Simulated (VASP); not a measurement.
# TiW (Cmmm) in VASP: single point with LDA

Aim: the single point of TiW with LDA.

Everything below comes from runs of VASP 6.6.1. Logs are shortened: lines on timing, memory, paths and dates and some standing lists are left out, and cuts for length are marked.

### Step 1. The cell of the first run

The structure is orthorhombic, space group Cmmm (No. 65). Conventional cell: a = 3.187 Å, b = 4.509 Å, c = 4.468 Å, α = 90.00°, β = 90.00°, γ = 90.00°. Within 3.6 Å of Ti (site symmetry mmm) lie 8 W at 2.74 to 3.17 Å and 6 Ti at 2.76 to 3.19 Å. Within 3.6 Å of W (site symmetry mmm) lie 8 Ti at 2.74 to 3.17 Å and 6 W at 2.76 to 3.19 Å.

### Step 2. Single point, LDA

INCAR reads:

```
PREC = Accurate ; ENCUT = 520
EDIFF = 1E-6 ; ISMEAR = -1
SIGMA = 0.05 ; LREAL = False
LASPH = True ; NELM = 80
ALGO = Normal ; ISIF = 2
LWAVE = False ; LCHARG = False
GGA = CA ; NBANDS = 20
```

KPOINTS reads:

```
regular mesh
0
Gamma
  11 11 7
```

POSCAR reads:

```
TiW
1.0
    1.5937252200     -2.2546343400      0.0000000000
    1.5937252200      2.2546343400      0.0000000000
    0.0000000000      0.0000000000      4.4681168000
Ti W
1 1
Direct
    0.0000000000      0.0000000000      0.0000000000
    0.5000000000      0.5000000000      0.5000000000
```

Potentials or basis: VASP PAW LDA potentials, release 64 (Ti_sv, W_sv).

Started as:

```sh
cat potpaw_LDA.64/Ti_sv/POTCAR potpaw_LDA.64/W_sv/POTCAR > POTCAR
mpirun -np 1 vasp_std > vasp.out
```

OUTCAR:

```text
PREC = Accurate
   ENCUT = 520
   EDIFF = 1E-6
   ISMEAR = -1
   LREAL = False
   LASPH = True
   NELM = 80
   ISIF = 2
   GGA = CA

 ion  position               nearest neighbor table
   1  0.000  0.000  0.000-   2 2.74   2 2.74   2 2.74   2 2.74   2 3.17   2 3.17   2 3.17   2 3.17

   2  0.500  0.500  0.500-   1 2.74   1 2.74   1 2.74   1 2.74   1 3.17   1 3.17   1 3.17   1 3.17

  LATTYP: Found a base centered orthorhombic cell.
 ALAT       =     3.1874504400
 B/A-ratio  =     1.4146945231
 C/A-ratio  =     1.4017839286

  Lattice vectors:

 A1 = (   1.5937252200,  -2.2546343400,   0.0000000000)
 A2 = (   1.5937252200,   2.2546343400,   0.0000000000)
 A3 = (   0.0000000000,   0.0000000000,   4.4681168000)

Analysis of symmetry for initial positions (statically):
=====================================================================
 Subroutine PRICEL returns:
 Original cell was already a primitive cell.

 Routine SETGRP: Setting up the symmetry group for a
 base centered orthorhombic supercell.

 Subroutine GETGRP returns: Found  8 space group operations
 (whereof  8 operations were pure point group operations)
 out of a pool of  8 trial point group operations.

The static configuration has the point symmetry D_2h.

Analysis of symmetry for dynamics (positions and initial velocities):
=====================================================================
 Subroutine PRICEL returns:
 Original cell was already a primitive cell.

 Routine SETGRP: Setting up the symmetry group for a
 base centered orthorhombic supercell.

 Subroutine GETGRP returns: Found  8 space group operations
 (whereof  8 operations were pure point group operations)
 out of a pool of  8 trial point group operations.

The dynamic configuration has the point symmetry D_2h.

 Subroutine INISYM returns: Found  8 space group operations
 (whereof  8 operations are pure point group operations),
 and found     1 'primitive' translations

----------------------------------------------------------------------------------------

                                     Primitive cell

  volume of cell :      32.1103

  direct lattice vectors                    reciprocal lattice vectors
     1.593725220 -2.254634340  0.000000000     0.313730368 -0.221765450  0.000000000
     1.593725220  2.254634340  0.000000000     0.313730368  0.221765450  0.000000000
     0.000000000  0.000000000  4.468116800     0.000000000  0.000000000  0.223807936

  length of vectors
     2.761038950  2.761038950  4.468116800     0.384196120  0.384196120  0.223807936

  position of ions in fractional coordinates (direct lattice)
     0.000000000  0.000000000  0.000000000
     0.500000000  0.500000000  0.500000000

  ion indices of the primitive-cell ions
   primitive index   ion index
                 1           1
                 2           2

----------------------------------------------------------------------------------------

 KPOINTS: regular mesh

Automatic generation of k-mesh.
 Grid dimensions read from file:
 generate k-points for:   11   11    7

 Generating k-lattice:

  Cartesian coordinates                     Fractional coordinates (reciprocal lattice)
     0.028520943 -0.020160495  0.000000000     0.090909091  0.000000000  0.000000000
     0.028520943  0.020160495  0.000000000     0.000000000  0.090909091  0.000000000
     0.000000000  0.000000000  0.031972562     0.000000000  0.000000000  0.142857143

  Length of vectors
     0.034926920  0.034926920  0.031972562

  Shift w.r.t. Gamma in fractional coordinates (k-lattice)
     0.000000000  0.000000000  0.000000000

 Subroutine IBZKPT returns following result:
 ===========================================

 Found    144 irreducible k-points:

 Following reciprocal coordinates:
            Coordinates               Weight
  0.000000  0.000000  0.000000      1.000000
  0.090909  0.000000  0.000000      4.000000
  0.181818 -0.000000  0.000000      4.000000
  0.272727 -0.000000  0.000000      4.000000
  0.363636 -0.000000  0.000000      4.000000
  0.454545 -0.000000  0.000000      4.000000
[... 16 lines left out ...]
 -0.272727  0.181818  0.000000      4.000000
 -0.181818  0.181818  0.000000      2.000000
 [... further k-points ...]
   k-points           NKPTS =    144   k-points in BZ     NKDIM =    144   number of bands    NBANDS=     20
   number of dos      NEDOS =    301   number of ions     NIONS =      2
   total plane-waves  NPLWV =  20736
   dimension x,y,z NGX =    24 NGY =   24 NGZ =   36
   dimension x,y,z NGXF=    48 NGYF=   48 NGZF=   72
   ions per type =               1   1
   NGX,Y,Z   is equivalent  to a cutoff of  14.45, 14.45, 13.39 a.u.
   NGXF,Y,Z  is equivalent  to a cutoff of  28.90, 28.90, 26.79 a.u.
 SYSTEM =  unknown system
   PREC   = accura    normal or accurate (medium, high low for compatibility)
   ISTART =      0    job   : 0-new  1-cont  2-samecut
   ICHARG =      2    charge: 1-file 2-atom 10-const
   ISPIN  =      1    spin polarized calculation?
   LNONCOLLINEAR =      F non collinear calculations
   LSORBIT =      F    spin-orbit coupling
   LASPH  =      T    aspherical Exc in radial PAW
   ENCUT  =  520.0 eV  38.22 Ry    6.18 a.u.   5.13  5.13  8.31*2*pi/ulx,y,z
   NELM   =     80;   NELMIN=  2; NELMDL= -5     # of ELM steps
   EDIFF  = 0.1E-05   stopping-criterion for ELM
   LREAL  =      F    real-space projection
   EDIFFG = 0.1E-04   stopping-criterion for IOM
   NSW    =      0    number of steps for IOM
   IBRION =     -1    ionic relax: 0-MD 1-quasi-New 2-CG
   NFREE  =      0    steps in history (QN), initial steepest desc. (CG)
   ISIF   =      2    stress and relaxation
   ISYM   =      2    0-nonsym 1-usesym 2-fastsym
   POTIM  = 0.5000    time-step for ionic-motion
   TEBEG  =    0.0;   TEEND  =   0.0 temperature during run
   PSTRESS=    0.0 pullay stress
   NELECT =      26.0000    total number of electrons
   NUPDOWN=      -1.0000    fix difference up-down
   EMIN   =  10.00;   EMAX   =-10.00  energy-range for DOS
   EFERMI =   0.00;   METHOD = LEGACY
   ISMEAR =    -1;   SIGMA  =   0.05  broadening in eV -4-tet -1-fermi 0-gaus
   EFERMI_NEDOS =   21; number of points for ismear=-14 and -15
   IALGO  =     38    algorithm
   IMIX   =      4    mixing-type and parameters
     AMIX     =   0.40;   BMIX     =  1.00
     AMIX_MAG =   1.60;   BMIX_MAG =  1.00
  volume/ion in A,a.u.               =      16.06       108.35
  Fermi-wavevector in a.u.,A,eV,Ry     =   1.525871  2.883479 31.678219  2.328283
  Thomas-Fermi vector in A             =   2.633982
   LORBIT       =      0    0 simple, 1 ext, 2 COOP (PROOUT), +10 PAW based schemes
   GGA     = CA    functional components
   LHFCALC =     F    Hartree Fock is set to
   AEXX    =    0.0000 exact exchange contribution
   IVDW    =     0    specifies the selected vdW correction
   LEPSILON=     F    determine dielectric tensor
   LRPA    =     F    only Hartree local field effects (RPA)
 non-spin polarized calculation
  energy-cutoff  :      520.00
  volume of cell :       32.11
 maximum number of plane-waves:       879
 NGX is ok and might be reduce to    24
   NGX = 11   NGY = 11   NGZ = 17

 number of electron      25.9999999 magnetization

 Free energy of the ion-electron system (eV)
  ---------------------------------------------------
  ext. energy  EPLUGINS =         0.00000000
  ---------------------------------------------------
  free energy    TOTEN  =       -22.72263393 eV

  energy without entropy =      -22.69908442  energy(sigma->0) =      -22.71085918

 E-fermi :   9.5202     XC(G=0): -12.9760

 val. band max:        9.5135336381   @ k =   0.0909   0.0000   0.4286
 cond. band min:       9.5260105752   @ k =  -0.1818   0.0909   0.0000
 fundamental gap:      0.0124769371
 Fermi energy:         9.5202317092

 k-point     1 :       0.0000    0.0000    0.0000
  band No.  band energies     occupation
      1     -63.4179      2.00000
      2     -46.1185      2.00000
      3     -27.9623      2.00000
      4     -27.5336      2.00000
      5     -27.3427      2.00000
      6     -22.6535      2.00000
[... 12 lines left out ...]
     19      13.0538      0.00000
     20      15.0837      0.00000

 k-point     2 :       0.0909    0.0000    0.0000
  band No.  band energies     occupation
      1     -63.4129      2.00000
      2     -46.1113      2.00000
      3     -27.9503      2.00000
      4     -27.5751      2.00000
      5     -27.3780      2.00000
      6     -22.6526      2.00000
[... 12 lines left out ...]
     19      13.3039      0.00000
     20      15.5265      0.00000

 k-point     3 :       0.1818   -0.0000    0.0000
  band No.  band energies     occupation
      1     -63.3995      2.00000
      2     -46.0919      2.00000
      3     -27.9180      2.00000
      4     -27.7327      2.00000
      5     -27.4231      2.00000
      6     -22.6500      2.00000
[... 12 lines left out ...]
     19      13.3369      0.00000
     20      16.7749      0.00000

 k-point     4 :       0.2727   -0.0000    0.0000
  band No.  band energies     occupation
      1     -63.3818      2.00000
      2     -46.0663      2.00000
      3     -27.9687      2.00000
      4     -27.8753      2.00000
      5     -27.4450      2.00000
      6     -22.8168      2.00000
[... 12 lines left out ...]
     19      13.0882      0.00000
     20      18.3769      0.00000

 k-point     5 :       0.3636   -0.0000    0.0000
  band No.  band energies     occupation
      1     -63.3656      2.00000
      2     -46.0427      2.00000
      3     -28.1870      2.00000
      4     -27.8356      2.00000
      5     -27.4568      2.00000
      6     -22.9769      2.00000
[... 12 lines left out ...]
     19      13.3704      0.00000
     20      18.7903      0.00000
[... 353 lines left out ...]
      6     -23.0241      2.00000
[... 12 lines left out ...]
     19      15.1904      0.00000
     20      18.2131      0.00000

 k-point    22 :      -0.3636    0.1818    0.0000
  band No.  band energies     occupation
      1     -63.3540      2.00000
      2     -46.0277      2.00000
      3     -28.1207      2.00000
      4     -27.8312      2.00000
      5     -27.6488      2.00000
      6     -22.9225      2.00000
[... 12 lines left out ...]
     19      13.4514      0.00000
     20      19.0784      0.00000

 k-point    23 :      -0.2727    0.1818    0.0000
  band No.  band energies     occupation
      1     -63.3699      2.00000
      2     -46.0507      2.00000
      3     -27.8996      2.00000
      4     -27.8684      2.00000
      5     -27.6464      2.00000
      6     -22.7659      2.00000
[... 12 lines left out ...]
     19      14.2985      0.00000
     20      17.3118      0.00000

 k-point    24 :      -0.1818    0.1818    0.0000
  band No.  band energies     occupation
      1     -63.3859      2.00000
      2     -46.0734      2.00000
      3     -27.9014      2.00000
      4     -27.6630      2.00000
      5     -27.6614      2.00000
      6     -22.6243      2.00000
[... 12 lines left out ...]
     19      14.8733      0.00000
     20      15.9356      0.00000

 [... further k-points ...]
[... 5 lines left out ...]
  --------------------------------------------------------------------------------------
  -------------------------------------------------------------------------------------
  Total       -2.0898850     -1.8467880     -1.9731083     -0.0000000      0.0000000      0.0000000
  in kB     -104.2770874    -92.1474974    -98.4503880     -0.0000000      0.0000000      0.0000000
  external PRESSURE =     -98.2916576 kB  Pullay stress =       0.0000000 kB

 VOLUME and BASIS-vectors are now :
 -----------------------------------------------------------------------------
  energy-cutoff  :      520.00
  volume of cell :       32.11
      direct lattice vectors                 reciprocal lattice vectors
     1.593725220 -2.254634340  0.000000000     0.313730368 -0.221765450  0.000000000
     1.593725220  2.254634340  0.000000000     0.313730368  0.221765450  0.000000000
     0.000000000  0.000000000  4.468116800     0.000000000  0.000000000  0.223807936

 POSITION                                       TOTAL-FORCE (eV/Angst)
 -----------------------------------------------------------------------------------
      0.00000      0.00000      0.00000         0.000000     -0.000000      0.000000
      1.59373      0.00000      2.23406        -0.000000      0.000000      0.000000
 -----------------------------------------------------------------------------------
    total drift:                                0.000000      0.000000     -0.000000

  FREE ENERGIE OF THE ION-ELECTRON SYSTEM (eV)
  ---------------------------------------------------
  free  energy   TOTEN  =       -22.7226339320 eV

  energy  without entropy=      -22.6990844208  energy(sigma->0) =      -22.71085918
```

It took 53 s on 1 thread of AMD EPYC 9R14 (Zen 4), shared host; peak memory 0.18 GiB.

Results:

```yaml
Free_energy: -22.7226 eV
Pressure: -9.8 GPa
Band_gap_on_the_k_mesh: zero (band 13 reaches 10.75 eV, above the bottom of band 14 at 8.89 eV)
```

Caveat: spin-orbit coupling is left out, which moves the levels of the heavy elements.
